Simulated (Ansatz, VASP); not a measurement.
## One calculation of BaTiO3, two programs

The input INCAR:

```
ALGO = Normal
EDIFF = 1E-8
ENCUT = 520
GGA = PS
ISIF = 2
ISMEAR = -1
LASPH = True
LCHARG = False
LEFG = True
LREAL = False
LWAVE = False
NBANDS = 28
NELM = 60
PREC = Accurate
SIGMA = 0.03
```

Contents of KPOINTS:

```
k-points
0
Gamma
  7 7 7
```

POSCAR

```
BaTiO3
1.0
    3.9181485176      0.0000000000      0.0000000000
    0.0000000000      3.9181485176      0.0000000000
    0.0000000000      0.0000000000      3.9359769848
Ba Ti O
1 1 3
Direct
    0.0000000000      0.0000000000      0.0000000000
    0.5000000000      0.5000000000      0.5000000000
    0.5000000000      0.5000000000      0.0000000000
    0.5000000000      0.0000000000      0.5000000000
    0.0000000000      0.5000000000      0.5000000000
```

Input for Ansatz:

```yaml
crystal:
  lattice:
    - [3.9181485176, 0.0, 0.0]
    - [0.0, 3.9181485176, 0.0]
    - [0.0, 0.0, 3.9359769848]
  atoms:
    - { symbol: Ba, position: [0.0, 0.0, 0.0] }
    - { symbol: Ti, position: [0.5, 0.5, 0.5] }
    - { symbol: O, position: [0.5, 0.5, 0.0] }
    - { symbol: O, position: [0.5, 0.0, 0.5] }
    - { symbol: O, position: [0.0, 0.5, 0.5] }
kpoints:
  mp_grid: { grid: [7, 7, 7] }
scf:
  occupations: { method: fermi_dirac, width: 0.03 }
hamiltonian:
  xc: pbesol
  pseudopotentials: { kind: all_electron, datasets: crystal }
output:
  forces: true
  stress: true
  eigenvalues: true
  efg: { contact_densities: true }
```

Change from the starting cell: volume scaled by 0.94, crystal datasets.

Alike in both runs: task electric field gradients; functional PBEsol; k mesh 7 × 7 × 7; occupations fermi-dirac, width 0.03 eV; no spin polarisation.

```csv
,VASP,Ansatz
version,VASP 6.6.1,Ansatz 0.2.0
potentials or method,"VASP PAW PBE potentials, release 64 (Ba_sv, Ti_sv, O), cutoff 520 eV","all-electron PAW with datasets made for the crystal, scalar-relativistic"
```

Ansatz gave:

```
gap on the k mesh at the Fermi level (eV)                     : 1.91
pressure (GPa)                                                : 6.8
traceless stress, the component that is largest in VASP (GPa) : -0.73
size of Vzz on the site where it differs most (V/Å²)          : 16.9
```

**Question.** What did VASP give for the same quantities?

**Answer.** gap on the k mesh at the Fermi level (eV): 1.87; pressure (GPa): 9.1; traceless stress, the component that is largest in VASP (GPa): -0.76; size of Vzz on the site where it differs most (V/Å²): 16.7.

VASP's potentials were made for PBE, not for PBEsol. Ansatz ran all-electron here, and VASP with PAW potentials.

Neither program's run includes spin-orbit coupling.
